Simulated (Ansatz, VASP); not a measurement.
One calculation of SrCl2, two programs

```xyz
3
Lattice="0.0000 3.5661 3.5661 3.5661 0.0000 3.5661 3.5661 3.5661 0.0000" Properties=species:S:1:pos:R:3 pbc="T T T"
Sr    0.0000    0.0000    0.0000
Cl    1.7830    1.7830    1.7830
Cl    5.3491    5.3491    5.3491
```

Alike in both runs: task single point; functional r2SCAN; k mesh 6 × 6 × 6; occupations gaussian, width 0.02 eV; no spin polarisation.

|  | VASP | Ansatz |
| --- | --- | --- |
| version | VASP 6.6.1 | Ansatz 0.2.0 |
| potentials or method | VASP PAW PBE potentials, release 64 (Sr_sv, Cl), cutoff 520 eV | scalar-relativistic, plane waves, PAW |
| valence electrons in the cell | 24 | 24 |

```csv
,VASP,Ansatz,Ansatz less VASP
gap on the k mesh at the Fermi level (eV),5.72,5.72,-0.001
least direct gap on the mesh (eV),6.01,6.02,+0.001
pressure (GPa),-1.9,-1.9,-0.03
```

VASP's potentials were made for PBE, not for r2SCAN. With one functional, cell and mesh, what is left measures potentials, basis and numerics.
